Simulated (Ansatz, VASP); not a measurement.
**NaH in VASP and in Ansatz**

File POSCAR:

```
NaH
1.0
    0.0000000000      2.3975116441      2.3975116441
    2.3975116441      0.0000000000      2.3975116441
    2.3975116441      2.3975116441      0.0000000000
Na H
1 1
Direct
    0.0000000000      0.0000000000      0.0000000000
    0.5000000000      0.5000000000      0.5000000000
```

INCAR.step1

```
SYSTEM = NaH
PREC = Accurate
ENCUT = 520
EDIFF = 1E-5
ISMEAR = 0
SIGMA = 0.01
LREAL = .FALSE.
LASPH = .TRUE.
NELM = 60
ALGO = Normal
ISIF = 2
LWAVE = .TRUE.
LCHARG = .FALSE.
NBANDS = 11
GGA = PE
```

Contents of INCAR.step2:

```
SYSTEM = NaH
PREC = Accurate
ENCUT = 520
EDIFF = 1E-6
ISMEAR = 0
SIGMA = 0.01
LREAL = .FALSE.
LASPH = .TRUE.
NELM = 60
ALGO = Normal
ISIF = 2
LWAVE = .FALSE.
LCHARG = .FALSE.
GGA = PE
LHFCALC = .TRUE.
AEXX = 1.0
ALDAC = 0.0
AGGAC = 0.0
PRECFOCK = Normal
NBANDS = 11
ISTART = 1
```

File KPOINTS:

```
Automatic mesh
0
G
  6 6 6
  0 0 0
```

Input for Ansatz:

```yaml
crystal:
  lattice:
    - [0.0, 2.3975116441, 2.3975116441]
    - [2.3975116441, 0.0, 2.3975116441]
    - [2.3975116441, 2.3975116441, 0.0]
  atoms:
    - { symbol: Na, position: [0.0, 0.0, 0.0] }
    - { symbol: H, position: [0.5, 0.5, 0.5] }
kpoints:
  mp_grid: { grid: [6, 6, 6] }
  band_path:
    path:
      - [0.0, 0.0, 0.0]
      - [0.5, 0.0, 0.5]
      - [0.625, 0.25, 0.625]
      - [0.375, 0.375, 0.75]
      - [0.5, 0.5, 0.5]
      - [0.5, 0.25, 0.75]
    npoints: 1
hamiltonian:
  xc: hf
scf:
  occupations: { method: fixed }
  n_extra_bands: 4
output:
  forces: true
  stress: true
  eigenvalues: true
```

Alike in both runs: task single point; functional HF; k mesh 6 × 6 × 6; no spin polarisation.

```csv
,VASP,Ansatz
version,VASP 6.6.1,Ansatz 0.2.0
potentials or method,"VASP PAW PBE potentials, release 64 (Na_pv, H)","plane waves, PAW"
plane-wave cutoff (eV),520,420
occupations,"gaussian, width 0.01 eV",fixed
valence electrons in the cell,8,10
```

```tsv
	VASP	Ansatz	Ansatz less VASP
gap on the k mesh at the Fermi level (eV)	11.76	11.75	-0.009
pressure (GPa)	2.0	1.9	-0.05
```

VASP's potentials were made for PBE, not for HF. VASP's potentials hold 8 valence electrons a cell and Ansatz's 10, so a difference there can come from the potentials and not from the codes. Ansatz's warnings: stress exchange threshold loose, stress scf threshold loose.
